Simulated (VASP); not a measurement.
SrTiO3: relaxation of cell and atoms with r2SCAN+U

The system is SrTiO3.

```
Sr Ti O
1.0
     3.95532    0.00000    0.00000
     0.00000    3.95532    0.00000
     0.00000    0.00000    3.95532
Sr Ti O
1 1 3
Direct
  0.00000 0.00000 0.00000
  0.50000 0.50000 0.50000
  0.50000 0.00000 0.50000
  0.50000 0.50000 0.00000
  0.00000 0.50000 0.50000
```

```yaml
Program: VASP 6.6.1
Task: relaxation of cell and atoms
Functional: r2SCAN
Potentials_or_basis: VASP PAW PBE potentials, release 64 (Sr_sv, Ti_sv, O)
Cutoff: 600 eV
k_mesh: 6 × 6 × 6
Occupations: gaussian, width 0.02 eV
Spin: no spin polarisation
Hubbard_terms: Ti d U = 4.0 eV
Target_pressure: -3 GPa
Dipole_correction: no
Further_INCAR_settings: ALGO = Normal; EDIFF = 1e-06; IBRION = 2; EDIFFG = -0.008; NSW = 70; ISIF = 3
```

- Relaxed volume: 12.43 Å³/atom
- Relaxed cell: a = 3.961 Å, b = 3.961 Å, c = 3.961 Å, α = 90.00°, β = 90.00°, γ = 90.00°
- Space group after relaxing (to 0.1 Å): Pm-3m (No. 221)
- Energy change on relaxing (the run minimises the enthalpy): +0.8 meV/atom
- Ionic steps: 3
- Pressure after relaxing: -3.0 GPa
- Band gap on the k mesh: 2.75 eV (least direct gap 3.21 eV)

The path:
| step | energy change (eV) | largest force (eV/Å) | pressure (GPa) | volume (Å³) |
| --- | --- | --- | --- | --- |
| 1 | 0.0000 | 0.0000 | -2.30 | 61.88 |
| 2 | 0.0090 | 0.0000 | -3.62 | 62.37 |
| 3 | 0.0042 | 0.0000 | -3.00 | 62.14 |

Final structure:
```
CELL_PARAMETERS angstrom
3.96077 0.00000 0.00000
0.00000 3.96077 0.00000
0.00000 0.00000 3.96077
ATOMIC_POSITIONS crystal
Sr 0.00000 0.00000 0.00000
Ti 0.50000 0.50000 0.50000
O 0.50000 0.00000 0.50000
O 0.50000 0.50000 0.00000
O 0.00000 0.50000 0.50000
```

Levels at points of the mesh, in eV from the valence-band top:
```csv
k point,band 16,band 17,band 18,band 19,band 20,band 21,band 22,band 23,band 24
"(0.00, 0.00, 0.00)",-1.16,-1.16,-0.46,-0.46,-0.46,2.75,2.75,2.75,4.36
"(0.50, 0.00, 0.00)",-2.16,-2.16,-1.90,-0.83,-0.83,2.93,4.37,4.47,4.47
"(0.50, 0.50, 0.00)",-2.62,-1.97,-1.58,-1.58,-0.09,4.49,4.49,4.97,5.28
"(0.50, 0.50, 0.50)",-3.58,-3.58,0.00,0.00,0.00,5.16,5.16,5.16,7.41
```

Eigenvalues of the final occupation matrices:
```
    site  spin  trace               eigenvalues
site 2 d     1   0.76  0.09 0.09 0.09 0.24 0.24
site 2 d     2   0.76  0.09 0.09 0.09 0.24 0.24
```

It took 7.9 min on 1 thread of Oxide Virtual Turin-like Processor, with other jobs on the host, peak memory 0.19 GiB.

Caveat: the cell is relaxed towards a set pressure, so the run minimises the enthalpy, not the energy; the PAW data sets were made with another functional, which shifts forces and pressure a little. A k mesh can miss the band edges.
